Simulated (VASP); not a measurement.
Wanted: the native input for a VASP 6.6.1 run.

```
Task                   : electric field gradients
Functional             : PBE
Potentials or basis    : VASP PAW PBE potentials, release 64 (Ba_sv, Ti_sv, O)
Cutoff                 : 520 eV
k mesh                 : 7 × 7 × 7
Occupations            : fermi-dirac, width 0.03 eV
Spin                   : no spin polarisation
Dipole correction      : no
Further INCAR settings : ALGO = Normal; EDIFF = 1e-08; NBANDS = 28
```

The structure of BaTiO3 lies in POSCAR:

```
BaTiO3
1.0
    3.9998000000      0.0000000000      0.0000000000
    0.0000000000      3.9998000000      0.0000000000
    0.0000000000      0.0000000000      4.0983600000
Ba Ti O
1 1 3
Direct
    0.0000000000      0.0000000000      0.0000000000
    0.5000000000      0.5000000000      0.5000000000
    0.5000000000      0.5000000000      0.0000000000
    0.5000000000      0.0000000000      0.5000000000
    0.0000000000      0.5000000000      0.5000000000
```

This cell differs from its parent crystal: zz strain of +2 %.

These files were run (other wordings do the same):

INCAR

```
SYSTEM = BaTiO3
PREC = Accurate ; ENCUT = 520
EDIFF = 1E-8 ; ISMEAR = -1
SIGMA = 0.03 ; LREAL = .False.
LASPH = .True. ; NELM = 80
ALGO = Normal ; ISIF = 2
LWAVE = .False. ; LCHARG = .False.
GGA = PE ; LEFG = .True.
NBANDS = 28
```

KPOINTS

```
regular mesh
0
Gamma
  7 7 7
  0 0 0
```

Potentials or basis: VASP PAW PBE potentials, release 64 (Ba_sv, Ti_sv, O).

Launch:

```sh
$ cat potpaw_PBE.64/Ba_sv/POTCAR potpaw_PBE.64/Ti_sv/POTCAR potpaw_PBE.64/O/POTCAR > POTCAR
$ mpirun -np 1 vasp_std > vasp.out
```

It gave:

| Quantity | Value |
| --- | --- |
| Pressure | 0.2 GPa |
| Band gap on the k mesh | 1.74 eV (least direct gap 1.84 eV) |
| Largest electric field gradient by atom | Ba +5.0; Ti +20.1; O +34.1, +23.0 (each value once) V/Å² |

Caveat: the cell differs from its parent crystal (zz strain of +2 %); without QUAD_EFG the Cq values of the log hold for a quadrupole moment of 1 mb, not for the nuclei; spin-orbit coupling is left out, which moves the levels of the heavy elements; an odd mesh through Γ misses points on the zone boundary, where band edges can lie.

It took 88 s on 1 thread of Intel(R) Xeon(R) Platinum 8259CL CPU @ 2.50GHz (Skylake/Cascade Lake) (shared host), peak memory 0.21 GiB.
